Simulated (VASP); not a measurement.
A run of VASP 6.6.1:

POSCAR

```
AlN
1.0
    3.1067016190      0.0000000000      0.0000000000
   -1.5533508095      2.6904825240      0.0000000000
    0.0000000000      0.0000000000      5.0032291536
Al N
2 2
Direct
    0.3333333333      0.6666666667      0.0001702140
    0.6666666667      0.3333333333      0.5001702140
    0.3333333333      0.6666666667      0.3818297860
    0.6666666667      0.3333333333      0.8818297860
```

File INCAR.step1:

```
ALGO = Normal
EDIFF = 1E-4
ENCUT = 520
GGA = PE
ISMEAR = 0
LASPH = True
LCHARG = False
LREAL = False
LWAVE = True
NELM = 80
PREC = Accurate
SIGMA = 0.01
```

INCAR.step2

```
ALGO = Normal
EDIFF = 1E-7
EDIFFG = -0.004
ENCUT = 520
IBRION = 2
ISIF = 2
ISMEAR = 0
ISTART = 1
LASPH = True
LCHARG = False
LMIXTAU = True
LREAL = False
LWAVE = False
METAGGA = R2SCAN
NELM = 80
NSW = 80
PREC = Accurate
SIGMA = 0.01
```

The input KPOINTS:

```
k-points
0
Gamma
  8 8 5
```

Potentials or basis: VASP PAW PBE potentials, release 64 (Al, N).

The run is started by

```sh
$ cat potpaw_PBE.64/Al/POTCAR potpaw_PBE.64/N/POTCAR > POTCAR
$ cp INCAR.step1 INCAR
$ mpirun -np 1 vasp_std > vasp.out
$ cp INCAR.step2 INCAR
$ mpirun -np 1 vasp_std > vasp.out
```

Hardware: 1 thread of Intel(R) Xeon(R) Platinum 8259CL CPU @ 2.50GHz (Skylake/Cascade Lake), on a shared host.

Estimate the wall time of this run.

It took 120 s on 1 thread of Intel(R) Xeon(R) Platinum 8259CL CPU @ 2.50GHz (Skylake/Cascade Lake), with other jobs on the host, peak memory 0.16 GiB. Counts: k points 30, ion steps 3.
